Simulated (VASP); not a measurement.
# HfAs3: single point with PBE

Crystal: HfAs3.

```
Hf As
1.0
    -2.45901    2.45901    2.45901
     2.45901   -2.45901    2.45901
     2.45901    2.45901   -2.45901
Hf As
1 3
Direct
  0.00000 0.00000 0.00000
  0.00000 0.50000 0.50000
  0.50000 0.00000 0.50000
  0.50000 0.50000 0.00000
```

- Program: VASP 6.6.1
- Task: single point
- Functional: PBE
- Potentials or basis: VASP PAW PBE potentials, release 64 (Hf_pv, As)
- Cutoff: 520 eV
- k mesh: 6 × 6 × 6
- Occupations: gaussian, width 0.1 eV
- Spin: no spin polarisation
- Dipole correction: no
- Further INCAR settings: ALGO = Normal; EDIFF = 1e-06; NBANDS = 20

```
Pressure : 71.6 GPa
```

Levels at points of the mesh, in eV from the Fermi level:
| k point | band 10 | band 11 | band 12 | band 13 | band 14 | band 15 |
| --- | --- | --- | --- | --- | --- | --- |
| (0.00, 0.00, 0.00) | -1.72 | -1.72 | -1.72 | -1.21 | -1.21 | -1.21 |
| (0.50, 0.00, 0.00) | -2.62 | -1.06 | -0.38 | 0.05 | 0.58 | 1.55 |
| (0.50, 0.50, 0.50) | 0.64 | 0.64 | 0.64 | 0.94 | 0.94 | 0.94 |

Run time: 7.5 s on 1 thread of Intel(R) Xeon(R) 6975P-C (Granite Rapids), on a shared host, peak memory 0.17 GiB.

Caveat: spin-orbit coupling is left out, which moves the levels of the heavy elements.
